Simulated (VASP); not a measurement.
Crystal: MnS.

```
Mn S
1.0
     0.00000    2.61180    2.61180
     2.61180    0.00000    2.61180
     5.22360    5.22360    0.00000
Mn S
2 2
Cartesian
  0.0000 0.0000 0.0000
  2.6118 2.6118 0.0000
  2.6118 2.6118 2.6118
  5.2236 5.2236 2.6118
```

Base run:

| Item | Value |
| --- | --- |
| Program | VASP 6.6.1 |
| Functional | PBE |
| Potentials or basis | VASP PAW PBE potentials, release 64 (Mn_pv, S) |
| Cutoff | 520 eV |
| k mesh | 6 × 6 × 3 |
| Occupations | fermi-dirac, width 0.05 eV |
| Spin | collinear spin, antiferromagnetic start |
| Starting moments | [4.5, -4.5, 0.0, 0.0] μB |

Its results: pressure -3.7 GPa; net moment 0.00 μB per cell; site moments Mn +4.21, -4.21; S +0.00 μB.

**Question.** The run is repeated on the same cell with these changes: spin from collinear spin, antiferromagnetic start to collinear spin; moments at the start from [4.5, -4.5, 0.0, 0.0] to [4.5, 0.0, 0.0, 0.0]. What comes out?

**Answer.** Pressure -4.0 GPa; net moment 9.35 μB per cell; site moments Mn +4.24; S +0.10 μB.

Caveats: the cell stands under tension; the antiferromagnetic order is the one typed at the start, and another may lie lower (at least some runs).
